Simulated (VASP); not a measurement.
A run of VASP 6.6.1:

INCAR

```
  PREC = Accurate
  ENCUT = 520
  EDIFF = 1E-7
  ISMEAR = -1
  SIGMA = 0.08
  LREAL = F
  LASPH = T
  NELM = 100
  ALGO = Normal
  ISIF = 2
  LWAVE = F
  LCHARG = F
  GGA = PE
  NBANDS = 8
```

Contents of KPOINTS:

```
Automatic mesh
0
Gamma
  18 18 18
```

File POSCAR:

```
Al
1.0
   -1.4866524937      1.4866524937      1.4866524937
    1.4866524937     -1.4866524937      1.4866524937
    1.4866524937      1.4866524937     -1.4866524937
Al
1
Direct
    0.0000000000      0.0000000000      0.0000000000
```

Potentials or basis: VASP PAW PBE potentials, release 64 (Al).

Launch:

```bash
$ cat potpaw_PBE.64/Al/POTCAR > POTCAR
$ mpirun -np 1 vasp_std > vasp.out
```

Hardware: 1 thread of Intel Xeon 6975P-C, on a shared host.

Task: Estimate the wall time of this run.

Result: Run time: 24 s on 1 thread of Intel Xeon 6975P-C (shared host), peak memory 0.13 GiB. Counts: scf iterations 10, k points 195.
